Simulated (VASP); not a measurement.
# Al3InAs4 (P-43m) in VASP: notebook, part 2 of 2

VASP 6.6.1. The steps go on from the part before.

## 4. Single point, r2SCAN

This run uses another cell than the first one, of 24.84 Å³/atom.

POSCAR reads:

```
Al3InAs4
1.0
    5.8354873000      0.0000000000      0.0000000000
    0.0000000000      5.8354873000      0.0000000000
    0.0000000000      0.0000000000      5.8354873000
Al In As
3 1 4
Direct
    0.5000000000      0.0000000000      0.0000000000
    0.0000000000      0.0000000000      0.5000000000
    0.0000000000      0.5000000000      0.0000000000
    0.5000000000      0.5000000000      0.5000000000
    0.7606310000      0.2393690000      0.7606310000
    0.7606310000      0.7606310000      0.2393690000
    0.2393690000      0.2393690000      0.2393690000
    0.2393690000      0.7606310000      0.7606310000
```

INCAR.step1 reads:

```
SYSTEM = Al3InAs4
ALGO     = Normal         ! electronic algorithm
EDIFF    = 1E-4           ! SCF threshold, eV
ENCUT    = 520            ! plane-wave cutoff, eV
GGA      = PE             ! functional
ISMEAR   = 0              ! smearing method
LASPH    = .True.         ! aspherical terms in the spheres
LCHARG   = .False.        ! write CHGCAR
LREAL    = .False.        ! projectors in reciprocal space
LWAVE    = .True.         ! write WAVECAR
NBANDS   = 31             ! bands
NELM     = 100            ! most SCF steps
PREC     = Accurate       ! precision mode
SIGMA    = 0.02           ! smearing width, eV
```

INCAR.step2 reads:

```
SYSTEM = Al3InAs4
ALGO     = Normal         ! electronic algorithm
EDIFF    = 1E-6           ! SCF threshold, eV
ENCUT    = 520            ! plane-wave cutoff, eV
ISIF     = 2              ! what is computed and relaxed
ISMEAR   = 0              ! smearing method
ISTART   = 1            
LASPH    = .True.         ! aspherical terms in the spheres
LCHARG   = .False.        ! write CHGCAR
LMIXTAU  = .True.       
LREAL    = .False.        ! projectors in reciprocal space
LWAVE    = .False.        ! write WAVECAR
METAGGA  = R2SCAN         ! meta-GGA
NBANDS   = 31             ! bands
NELM     = 100            ! most SCF steps
PREC     = Accurate       ! precision mode
SIGMA    = 0.02           ! smearing width, eV
```

KPOINTS reads:

```
k-points
0
Gamma
  6 6 6
  0 0 0
```

Potentials or basis: VASP PAW PBE potentials, release 64 (Al, In_d, As).

Started as:

```bash
$ cat potpaw_PBE.64/Al/POTCAR potpaw_PBE.64/In_d/POTCAR potpaw_PBE.64/As/POTCAR > POTCAR
$ cp INCAR.step1 INCAR
$ mpirun -np 1 vasp_std > vasp.out
$ cp INCAR.step2 INCAR
$ mpirun -np 1 vasp_std > vasp.out
```

OUTCAR:

```text
SYSTEM = Al3InAs4
   EDIFF = 1E-6
   ENCUT = 520
   ISIF = 2
   ISMEAR = 0
   ISTART = 1
   LASPH = .True.
   LREAL = .False.
   METAGGA = R2SCAN
   NELM = 100
   PREC = Accurate

 ion  position               nearest neighbor table
   1  0.500  0.000  0.000-   5 2.49   6 2.49   7 2.49   8 2.49
   2  0.000  0.000  0.500-   5 2.49   6 2.49   7 2.49   8 2.49
   3  0.000  0.500  0.000-   5 2.49   6 2.49   7 2.49   8 2.49
   4  0.500  0.500  0.500-   5 2.63   6 2.63   7 2.63   8 2.63
   5  0.761  0.239  0.761-   1 2.49   2 2.49   3 2.49   4 2.63
   6  0.761  0.761  0.239-   1 2.49   2 2.49   3 2.49   4 2.63
   7  0.239  0.239  0.239-   1 2.49   2 2.49   3 2.49   4 2.63
   8  0.239  0.761  0.761-   1 2.49   2 2.49   3 2.49   4 2.63

  LATTYP: Found a simple cubic cell.
 ALAT       =     5.8354873000

  Lattice vectors:

 A1 = (   5.8354873000,   0.0000000000,   0.0000000000)
 A2 = (   0.0000000000,   5.8354873000,   0.0000000000)
 A3 = (   0.0000000000,   0.0000000000,   5.8354873000)

Analysis of symmetry for initial positions (statically):
=====================================================================
 Subroutine PRICEL returns:
 Original cell was already a primitive cell.

 Routine SETGRP: Setting up the symmetry group for a
 simple cubic supercell.

 Subroutine GETGRP returns: Found 24 space group operations
 (whereof 24 operations were pure point group operations)
 out of a pool of 48 trial point group operations.

The static configuration has the point symmetry T_d .

Analysis of symmetry for dynamics (positions and initial velocities):
=====================================================================
 Subroutine PRICEL returns:
 Original cell was already a primitive cell.

 Routine SETGRP: Setting up the symmetry group for a
 simple cubic supercell.

 Subroutine GETGRP returns: Found 24 space group operations
 (whereof 24 operations were pure point group operations)
 out of a pool of 48 trial point group operations.

The dynamic configuration has the point symmetry T_d .

 Subroutine INISYM returns: Found 24 space group operations
 (whereof 24 operations are pure point group operations),
 and found     1 'primitive' translations

----------------------------------------------------------------------------------------

                                     Primitive cell

  volume of cell :     198.7153

  direct lattice vectors                    reciprocal lattice vectors
     5.835487300  0.000000000  0.000000000     0.171365295  0.000000000  0.000000000
     0.000000000  5.835487300  0.000000000     0.000000000  0.171365295  0.000000000
     0.000000000  0.000000000  5.835487300     0.000000000  0.000000000  0.171365295

  length of vectors
     5.835487300  5.835487300  5.835487300     0.171365295  0.171365295  0.171365295

  position of ions in fractional coordinates (direct lattice)
     0.500000000  0.000000000  0.000000000
     0.000000000  0.000000000  0.500000000
     0.000000000  0.500000000  0.000000000
     0.500000000  0.500000000  0.500000000
     0.760631000  0.239369000  0.760631000
     0.760631000  0.760631000  0.239369000
     0.239369000  0.239369000  0.239369000
     0.239369000  0.760631000  0.760631000

  ion indices of the primitive-cell ions
   primitive index   ion index
                 1           1
[... 33 lines left out ...]

 Following reciprocal coordinates:
            Coordinates               Weight
  0.000000  0.000000  0.000000      1.000000
  0.166667  0.000000  0.000000      6.000000
  0.333333  0.000000  0.000000      6.000000
  0.500000  0.000000  0.000000      3.000000
  0.166667  0.166667  0.000000     12.000000
  0.333333  0.166667  0.000000     24.000000
[... 12 lines left out ...]
  0.500000  0.500000  0.333333      6.000000
  0.500000  0.500000  0.500000      1.000000
   k-points           NKPTS =     20   k-points in BZ     NKDIM =     20   number of bands    NBANDS=     31
   number of dos      NEDOS =    301   number of ions     NIONS =      8
   total plane-waves  NPLWV = 110592
   dimension x,y,z NGX =    48 NGY =   48 NGZ =   48
   dimension x,y,z NGXF=    96 NGYF=   96 NGZF=   96
   ions per type =               3   1   4
   NGX,Y,Z   is equivalent  to a cutoff of  13.67, 13.67, 13.67 a.u.
   NGXF,Y,Z  is equivalent  to a cutoff of  27.35, 27.35, 27.35 a.u.
 SYSTEM =  Al3InAs4
   PREC   = accura    normal or accurate (medium, high low for compatibility)
   ISTART =      1    job   : 0-new  1-cont  2-samecut
   ICHARG =      0    charge: 1-file 2-atom 10-const
   ISPIN  =      1    spin polarized calculation?
   LNONCOLLINEAR =      F non collinear calculations
   LSORBIT =      F    spin-orbit coupling
   LASPH  =      T    aspherical Exc in radial PAW
   ENCUT  =  520.0 eV  38.22 Ry    6.18 a.u.  10.85 10.85 10.85*2*pi/ulx,y,z
   NELM   =    100;   NELMIN=  2; NELMDL=  0     # of ELM steps
   EDIFF  = 0.1E-05   stopping-criterion for ELM
   LREAL  =      F    real-space projection
   EDIFFG = 0.1E-04   stopping-criterion for IOM
   NSW    =      0    number of steps for IOM
[... 5 lines left out ...]
   TEBEG  =    0.0;   TEEND  =   0.0 temperature during run
   PSTRESS=    0.0 pullay stress
   NELECT =      42.0000    total number of electrons
   NUPDOWN=      -1.0000    fix difference up-down
   EMIN   =  10.00;   EMAX   =-10.00  energy-range for DOS
   EFERMI =   0.00;   METHOD = LEGACY
   ISMEAR =     0;   SIGMA  =   0.02  broadening in eV -4-tet -1-fermi 0-gaus
   EFERMI_NEDOS =   21; number of points for ismear=-14 and -15
   IALGO  =     38    algorithm
   IMIX   =      4    mixing-type and parameters
     AMIX     =   0.40;   BMIX     =  1.00
     AMIX_MAG =   1.60;   BMIX_MAG =  1.00
  volume/ion in A,a.u.               =      24.84       167.62
  Fermi-wavevector in a.u.,A,eV,Ry     =   0.975171  1.842806 12.938577  0.950959
  Thomas-Fermi vector in A             =   2.105689
   LORBIT       =      0    0 simple, 1 ext, 2 COOP (PROOUT), +10 PAW based schemes
   METAGGA = R2SCAN    functional components
   LHFCALC =     F    Hartree Fock is set to
   AEXX    =    0.0000 exact exchange contribution
   IVDW    =     0    specifies the selected vdW correction
   LEPSILON=     F    determine dielectric tensor
   LRPA    =     F    only Hartree local field effects (RPA)
 non-spin polarized calculation
 Gauss-broadening in eV      SIGMA  =   0.02
  energy-cutoff  :      520.00
  volume of cell :      198.72
 maximum number of plane-waves:      5400
 NGX is ok and might be reduce to    48
   NGX = 21   NGY = 21   NGZ = 21

 number of electron      41.9999992 magnetization

 Free energy of the ion-electron system (eV)
  ---------------------------------------------------
  ext. energy  EPLUGINS =         0.00000000
  ---------------------------------------------------
  free energy    TOTEN  =      -106.02396547 eV

  energy without entropy =     -106.02396547  energy(sigma->0) =     -106.02396547

 E-fermi :   3.5860     XC(G=0):  -9.3630

 val. band max:        3.4878937204   @ k =   0.0000   0.0000   0.0000
 cond. band min:       5.1816765510   @ k =   0.0000   0.0000   0.0000
 fundamental gap:      1.6937828305
 Fermi energy:         3.5859675233

 k-point     1 :       0.0000    0.0000    0.0000
  band No.  band energies     occupation
      1     -10.9537      2.00000
      2     -10.9537      2.00000
      3     -10.9537      2.00000
      4     -10.8101      2.00000
      5     -10.8101      2.00000
      6      -8.5836      2.00000
[... 669 lines left out ...]
     30       8.5977      0.00000
     31       8.5977      0.00000

------------------------ aborting loop because EDIFF is reached ----------------------------------------

  FORCE on cell =-STRESS in cart. coord.  units (eV):
  Direction    XX          YY          ZZ          XY          YZ          ZX
  --------------------------------------------------------------------------------------
  -------------------------------------------------------------------------------------
  Total       -2.4412605     -2.4412605     -2.4412605     -0.0000000     -0.0000000      0.0000000
  in kB      -19.6830923    -19.6830923    -19.6830923     -0.0000000     -0.0000000      0.0000000
  external PRESSURE =     -19.6830923 kB  Pullay stress =       0.0000000 kB

 VOLUME and BASIS-vectors are now :
 -----------------------------------------------------------------------------
  energy-cutoff  :      520.00
  volume of cell :      198.72
      direct lattice vectors                 reciprocal lattice vectors
     5.835487300  0.000000000  0.000000000     0.171365295  0.000000000  0.000000000
     0.000000000  5.835487300  0.000000000     0.000000000  0.171365295  0.000000000
     0.000000000  0.000000000  5.835487300     0.000000000  0.000000000  0.171365295

 POSITION                                       TOTAL-FORCE (eV/Angst)
 -----------------------------------------------------------------------------------
      2.91774      0.00000      0.00000         0.000000     -0.000000     -0.000000
      0.00000      0.00000      2.91774         0.000000     -0.000000     -0.000000
      0.00000      2.91774      0.00000         0.000000      0.000000     -0.000000
      2.91774      2.91774      2.91774         0.000000      0.000000     -0.000000
      4.43865      1.39683      4.43865        -0.015318      0.015318     -0.015318
      4.43865      4.43865      1.39683        -0.015318     -0.015318      0.015318
      1.39683      1.39683      1.39683         0.015318      0.015318      0.015318
      1.39683      4.43865      4.43865         0.015318     -0.015318     -0.015318
 -----------------------------------------------------------------------------------
    total drift:                               -0.000000     -0.000000     -0.000000

  FREE ENERGIE OF THE ION-ELECTRON SYSTEM (eV)
  ---------------------------------------------------
  free  energy   TOTEN  =      -106.0239654715 eV

  energy  without entropy=     -106.0239654715  energy(sigma->0) =     -106.02396547
```

Wall time 5.1 min (1 thread of AMD EPYC 9R45 (Zen 5), shared host); peak memory 0.4 GiB.

Results:

| Item | Value |
| --- | --- |
| Free energy | -106.0240 eV |
| Pressure | -2.0 GPa |
| Largest force | 0.027 eV/Å |
| Band gap on the k mesh | 1.69 eV |

Forces in eV/Å, atoms in the order of the input:
```
Al   0.000  0.000  0.000
Al   0.000  0.000  0.000
Al   0.000  0.000  0.000
In   0.000  0.000  0.000
As  -0.015  0.015 -0.015
As  -0.015 -0.015  0.015
As   0.015  0.015  0.015
As   0.015 -0.015 -0.015
```

Caveat: the PAW data sets were made with another functional, which shifts forces and pressure a little; spin-orbit coupling is left out, which moves the levels of the heavy elements. A k mesh can miss the band edges.

## 5. Relaxation of cell and atoms, PBE

This run uses another cell than the first one, of 24.84 Å³/atom.

INCAR reads:

```
PREC = Accurate
ENCUT = 600
EDIFF = 1E-7
ISMEAR = 0
SIGMA = 0.02
LREAL = F
LASPH = T
NELM = 60
ALGO = Normal
ISIF = 3
LWAVE = F
LCHARG = F
GGA = PE
IBRION = 2
NSW = 100
EDIFFG = -0.01
```

KPOINTS reads:

```
Automatic mesh
0
Gamma
  6 6 6
```

POSCAR is that of step 4.

Started as:

```bash
$ cat potpaw_PBE.64/Al/POTCAR potpaw_PBE.64/In_d/POTCAR potpaw_PBE.64/As/POTCAR > POTCAR
$ mpirun -np 1 vasp_std > vasp.out
```

Wall time 2.2 min (1 thread of AMD EPYC 9R45 (Zen 5), shared host); peak memory 0.39 GiB.

Results (log left out):

```
Free energy                           : -35.7896 eV
Relaxed volume                        : 24.92 Å³/atom
Relaxed cell                          : a = 5.842 Å, b = 5.842 Å, c = 5.842 Å, α = 90.00°, β = 90.00°, γ = 90.00°
Space group after relaxing (to 0.1 Å) : P-43m (No. 215)
Energy gained by relaxing             : 0.0 meV/atom
Ionic steps                           : 2
Pressure after relaxing               : -0.1 GPa
Band gap on the k mesh                : 1.14 eV
```

Step by step:
```
step  energy change (eV)  largest force (eV/Å)  pressure (GPa)  volume (Å³)
   1              0.0000                0.0076            0.15       198.72
   2             -0.0002                0.0013           -0.06       199.37
```

Final structure:
```
CELL_PARAMETERS angstrom
5.84185 0.00000 0.00000
0.00000 5.84185 0.00000
0.00000 0.00000 5.84185
ATOMIC_POSITIONS crystal
Al 0.50000 0.00000 0.00000
Al 0.00000 0.00000 0.50000
Al 0.00000 0.50000 0.00000
In 0.50000 0.50000 0.50000
As 0.76067 0.23933 0.76067
As 0.76067 0.76067 0.23933
As 0.23933 0.23933 0.23933
As 0.23933 0.76067 0.76067
```

Levels at points of the mesh, in eV from the valence-band top:
```tsv
k point	band 18	band 19	band 20	band 21	band 22	band 23	band 24	band 25
(0.00, 0.00, 0.00)	-2.03	0.00	0.00	0.00	1.14	1.63	1.63	1.63
(0.50, 0.00, 0.00)	-1.43	-1.43	-1.06	-1.06	2.38	2.63	3.27	3.43
(0.50, 0.50, 0.00)	-1.22	-0.87	-0.69	-0.69	2.95	2.95	3.07	3.55
(0.50, 0.50, 0.50)	-0.95	-0.51	-0.51	-0.51	1.42	1.77	1.77	1.77
```

Caveat: spin-orbit coupling is left out, which moves the levels of the heavy elements.

## 6. The runs side by side

| task | level | cell | cutoff (eV) | gap on the mesh (eV) | pressure (GPa) |
| --- | --- | --- | --- | --- | --- |
| single point | PBE | a = 5.950 Å, 8 atoms, atomic positions A | 520 | 0.76 | -3.1 |
| single point | PBE | a = 6.024 Å, 8 atoms, atomic positions B | 520 | 0.51 | -4.7 |
| single point | r2SCAN | a = 5.835 Å, 8 atoms, atomic positions C | 520 | 1.69 | -2.0 |
| relaxation of cell and atoms | PBE | relaxed from a = 5.835 Å, 8 atoms, atomic positions C | 600 | 1.14 | -0.1 |

Alike in all rows: potentials or basis VASP PAW PBE potentials, release 64 (Al, In_d, As); no spin polarisation; k mesh 6 × 6 × 6; smearing gaussian 0.02 eV.

Caveats: spin-orbit coupling is left out, which moves the levels of the heavy elements; the cell stands under tension (at least some runs); semilocal functionals underestimate gaps, and a narrow one can read as zero (at least some runs); the PAW data sets were made with another functional, which shifts forces and pressure a little (at least some runs).

Absolute energies hang on the potentials; compare differences alone.
